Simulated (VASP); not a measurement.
# AgCl (I4mm) in VASP: single point with PBE

Aim: the single point of AgCl with PBE.

All numbers are computed with VASP 6.6.1; they aren't measurements. Logs are shortened: lines on timing, memory, paths and dates and some standing lists are left out, and cuts for length are marked.

**1. The cell of the first run**

The structure is tetragonal, space group I4mm (No. 107). Conventional cell: a = 3.921 Å, b = 3.921 Å, c = 5.545 Å, α = 90.00°, β = 90.00°, γ = 90.00°. Ag (site symmetry 4mm) has 6 Cl at 2.57 to 2.97 Å within 3.4 Å. Cl (site symmetry 4mm) has 6 Ag at 2.57 to 2.97 Å within 3.4 Å.

**2. Single point, PBE**

File INCAR:

```
  ALGO = Normal
  EDIFF = 1E-6
  ENCUT = 500
  GGA = PE
  GGA_COMPAT = False
  ISIF = 2
  ISMEAR = -1
  ISYM = 0
  LASPH = True
  LCHARG = False
  LREAL = False
  LWAVE = False
  NBANDS = 16
  NELM = 120
  PREC = Accurate
  SIGMA = 0.051703999572871064
```

File KPOINTS:

```
k-points
0
Gamma
  1 1 4
```

File POSCAR:

```
AgCl
1.0
    0.0000000000      2.7726629968      2.7726629968
    2.7726629968      0.0000000000      2.7726629968
    2.7726629968      2.7726629968      0.0000000000
Ag Cl
1 1
Direct
    0.0000000000      0.0000000000      0.0000000000
    0.5360664098      0.5360664098      0.4639335902
```

Potentials or basis: VASP PAW PBE potentials, release 64 (Ag, Cl).

Launch:

```sh
cat potpaw_PBE.64/Ag/POTCAR potpaw_PBE.64/Cl/POTCAR > POTCAR
mpirun -np 1 vasp_std > vasp.out
```

OUTCAR:

```text
EDIFF = 1E-6
   ENCUT = 500
   GGA = PE
   ISIF = 2
   ISMEAR = -1
   ISYM = 0
   LASPH = True
   LREAL = False
   NELM = 120
   PREC = Accurate

 ion  position               nearest neighbor table
   1  0.000  0.000  0.000-   2 2.57   2 2.78   2 2.78   2 2.78   2 2.78   2 2.97
   2  0.536  0.536  0.464-   1 2.57   1 2.78   1 2.78   1 2.78   1 2.78   1 2.97

IMPORTANT INFORMATION: All symmetrisations will be switched off!
NOSYMM: (Re-)initialisation of all symmetry stuff for point group C_1.

----------------------------------------------------------------------------------------

                                     Primitive cell

  volume of cell :      42.6306

  direct lattice vectors                    reciprocal lattice vectors
     0.000000000  2.772662997  2.772662997    -0.180332049  0.180332049  0.180332049
     2.772662997  0.000000000  2.772662997     0.180332049 -0.180332049  0.180332049
     2.772662997  2.772662997  0.000000000     0.180332049  0.180332049 -0.180332049

  length of vectors
     3.921137614  3.921137614  3.921137614     0.312344271  0.312344271  0.312344271

  position of ions in fractional coordinates (direct lattice)
     0.000000000  0.000000000  0.000000000
     0.536066410  0.536066410  0.463933590

  ion indices of the primitive-cell ions
   primitive index   ion index
                 1           1
                 2           2

----------------------------------------------------------------------------------------

 KPOINTS: k-points

Automatic generation of k-mesh.
 Grid dimensions read from file:
 generate k-points for:    1    1    4

 Generating k-lattice:

  Cartesian coordinates                     Fractional coordinates (reciprocal lattice)
    -0.180332049  0.180332049  0.180332049     1.000000000  0.000000000  0.000000000
     0.180332049 -0.180332049  0.180332049     0.000000000  1.000000000  0.000000000
     0.045083012  0.045083012 -0.045083012     0.000000000  0.000000000  0.250000000

  Length of vectors
     0.312344271  0.312344271  0.078086068

  Shift w.r.t. Gamma in fractional coordinates (k-lattice)
     0.000000000  0.000000000  0.000000000

 -----------------------------------------------------------------------------
|                                                                             |
|           W    W    AA    RRRRR   N    N  II  N    N   GGGG   !!!           |
|           W    W   A  A   R    R  NN   N  II  NN   N  G    G  !!!           |
|           W    W  A    A  R    R  N N  N  II  N N  N  G       !!!           |
|           W WW W  AAAAAA  RRRRR   N  N N  II  N  N N  G  GGG   !            |
|           WW  WW  A    A  R   R   N   NN  II  N   NN  G    G                |
|           W    W  A    A  R    R  N    N  II  N    N   GGGG   !!!           |
|                                                                             |
|     Your reciprocal lattice and k-lattice belong to different lattice       |
|     classes:                                                                |
|                                                                             |
|        The reciprocal lattice is body-centered cubic,                       |
|        whereas your k-lattice is rhombohedral (trigonal).                   |
|                                                                             |
|     Results are often still useful ...                                      |
|                                                                             |
 -----------------------------------------------------------------------------

 WARNING: IBZKPT: internal override: KBLOWUP is changed to .FALSE.
      ... skipping the blow-up phase ...

 Subroutine IBZKPT returns following result:
 ===========================================

 Found      3 irreducible k-points:

 Following reciprocal coordinates:
            Coordinates               Weight
  0.000000  0.000000  0.000000      1.000000
  0.000000  0.000000  0.250000      2.000000
  0.000000  0.000000  0.500000      1.000000
   k-points           NKPTS =      3   k-points in BZ     NKDIM =      3   number of bands    NBANDS=     16
   number of dos      NEDOS =    301   number of ions     NIONS =      2
   total plane-waves  NPLWV =  27000
   dimension x,y,z NGX =    30 NGY =   30 NGZ =   30
   dimension x,y,z NGXF=    60 NGYF=   60 NGZF=   60
   ions per type =               1   1
   NGX,Y,Z   is equivalent  to a cutoff of  12.72, 12.72, 12.72 a.u.
   NGXF,Y,Z  is equivalent  to a cutoff of  25.44, 25.44, 25.44 a.u.
 SYSTEM =  unknown system
   PREC   = accura    normal or accurate (medium, high low for compatibility)
   ISTART =      0    job   : 0-new  1-cont  2-samecut
   ICHARG =      2    charge: 1-file 2-atom 10-const
   ISPIN  =      1    spin polarized calculation?
   LNONCOLLINEAR =      F non collinear calculations
   LSORBIT =      F    spin-orbit coupling
   LASPH  =      T    aspherical Exc in radial PAW
   ENCUT  =  500.0 eV  36.75 Ry    6.06 a.u.   7.15  7.15  7.15*2*pi/ulx,y,z
   NELM   =    120;   NELMIN=  2; NELMDL= -5     # of ELM steps
   EDIFF  = 0.1E-05   stopping-criterion for ELM
   LREAL  =      F    real-space projection
   EDIFFG = 0.1E-04   stopping-criterion for IOM
   NSW    =      0    number of steps for IOM
   IBRION =     -1    ionic relax: 0-MD 1-quasi-New 2-CG
   NFREE  =      0    steps in history (QN), initial steepest desc. (CG)
   ISIF   =      2    stress and relaxation
   ISYM   =      0    0-nonsym 1-usesym 2-fastsym
   POTIM  = 0.5000    time-step for ionic-motion
   TEBEG  =    0.0;   TEEND  =   0.0 temperature during run
   PSTRESS=    0.0 pullay stress
   NELECT =      18.0000    total number of electrons
   NUPDOWN=      -1.0000    fix difference up-down
   EMIN   =  10.00;   EMAX   =-10.00  energy-range for DOS
   EFERMI =   0.00;   METHOD = LEGACY
   ISMEAR =    -1;   SIGMA  =   0.05  broadening in eV -4-tet -1-fermi 0-gaus
   EFERMI_NEDOS =   21; number of points for ismear=-14 and -15
   IALGO  =     38    algorithm
   IMIX   =      4    mixing-type and parameters
     AMIX     =   0.40;   BMIX     =  1.00
     AMIX_MAG =   1.60;   BMIX_MAG =  1.00
  volume/ion in A,a.u.               =      21.32       143.84
  Fermi-wavevector in a.u.,A,eV,Ry     =   1.228170  2.320905 20.523058  1.508402
  Thomas-Fermi vector in A             =   2.363106
   LORBIT       =      0    0 simple, 1 ext, 2 COOP (PROOUT), +10 PAW based schemes
   GGA     = PE    functional components
   LHFCALC =     F    Hartree Fock is set to
   AEXX    =    0.0000 exact exchange contribution
   IVDW    =     0    specifies the selected vdW correction
   LEPSILON=     F    determine dielectric tensor
   LRPA    =     F    only Hartree local field effects (RPA)
 non-spin polarized calculation
  energy-cutoff  :      500.00
  volume of cell :       42.63
 maximum number of plane-waves:      1083
 NGX is ok and might be reduce to    30
   NGX = 15   NGY = 15   NGZ = 15

 number of electron      18.0000005 magnetization

 Free energy of the ion-electron system (eV)
  ---------------------------------------------------
  ext. energy  EPLUGINS =         0.00000000
  ---------------------------------------------------
  free energy    TOTEN  =        -3.60392007 eV

  energy without entropy =       -3.60377670  energy(sigma->0) =       -3.60384838

 E-fermi :   4.5415     XC(G=0):  -9.7582

 val. band max:        4.0893972282   @ k =   0.0000   0.0000   0.5000
 cond. band min:       4.9622543097   @ k =   0.0000   0.0000   0.0000
 fundamental gap:      0.8728570815
 Fermi energy:         4.5415410211

 k-point     1 :       0.0000    0.0000    0.0000
  band No.  band energies     occupation
      1     -10.5480      2.00000
      2       0.7078      2.00000
      3       0.8684      2.00000
      4       0.9041      2.00000
      5       1.0273      2.00000
      6       1.0883      2.00000
[... 8 lines left out ...]
     15      16.8203      0.00000
     16      17.2913      0.00000

 k-point     2 :       0.0000    0.0000    0.2500
  band No.  band energies     occupation
      1     -10.3123      2.00000
      2      -0.2762      2.00000
      3       0.2625      2.00000
      4       0.2871      2.00000
      5       1.1726      2.00000
      6       1.1788      2.00000
[... 8 lines left out ...]
     15      16.3508      0.00000
     16      16.7328      0.00000

 k-point     3 :       0.0000    0.0000    0.5000
  band No.  band energies     occupation
      1     -10.0516      2.00000
      2      -1.2190      2.00000
      3      -0.2157      2.00000
      4      -0.1661      2.00000
      5       1.3448      2.00000
      6       1.3536      2.00000
[... 8 lines left out ...]
     15      17.9896      0.00000
     16      18.0321      0.00000

------------------------ aborting loop because EDIFF is reached ----------------------------------------

  FORCE on cell =-STRESS in cart. coord.  units (eV):
  Direction    XX          YY          ZZ          XY          YZ          ZX
  --------------------------------------------------------------------------------------
  -------------------------------------------------------------------------------------
  Total        2.1973907      2.1973941      2.5410893      0.3970637     -0.3984087     -0.3984106
  in kB       82.5841340     82.5842589     95.5012926     14.9227721    -14.9733198    -14.9733940
  external PRESSURE =      86.8898952 kB  Pullay stress =       0.0000000 kB

 VOLUME and BASIS-vectors are now :
 -----------------------------------------------------------------------------
  energy-cutoff  :      500.00
  volume of cell :       42.63
      direct lattice vectors                 reciprocal lattice vectors
     0.000000000  2.772662997  2.772662997    -0.180332049  0.180332049  0.180332049
     2.772662997  0.000000000  2.772662997     0.180332049 -0.180332049  0.180332049
     2.772662997  2.772662997  0.000000000     0.180332049  0.180332049 -0.180332049

 POSITION                                       TOTAL-FORCE (eV/Angst)
 -----------------------------------------------------------------------------------
      0.00000      0.00000      0.00000        -0.454344     -0.454344      0.798980
      2.77266      2.77266      2.97266         0.454344      0.454344     -0.798980
 -----------------------------------------------------------------------------------
    total drift:                                0.000035      0.000034     -0.000102

  FREE ENERGIE OF THE ION-ELECTRON SYSTEM (eV)
  ---------------------------------------------------
  free  energy   TOTEN  =        -3.6039200667 eV

  energy  without entropy=       -3.6037766990  energy(sigma->0) =       -3.60384838
```

Wall time 8.7 s (1 thread of Intel Xeon 8259CL, shared host); peak memory 0.16 GiB.

Results:

| Property | Result |
| --- | --- |
| Free energy | -3.6039 eV |
| Pressure | 8.7 GPa |
| Largest force | 1.025 eV/Å |
| Band gap on the k mesh | 0.87 eV, indirect (least direct gap 2.34 eV) |

Forces in eV/Å, atoms in the order of the input:
```
Ag  -0.454 -0.454  0.799
Cl   0.454  0.454 -0.799
```

Stress tensor (GPa, compression positive):
```
 8.26  1.49 -1.50
 1.49  8.26 -1.50
-1.50 -1.50  9.55
```

Levels at points of the mesh, in eV from the valence-band top:
```
           k point  band 7  band 8  band 9  band 10  band 11  band 12
(0.00, 0.00, 0.00)   -1.82   -1.63   -1.47     0.87    10.62    10.67
(0.00, 0.00, 0.50)   -2.33   -0.01    0.00     4.40     6.44     7.68
```

Caveat: the k points lie up to 1.96 Å⁻¹ apart; forces of over 1 eV/Å act on the atoms, so gaps and moduli don't describe the material at rest.
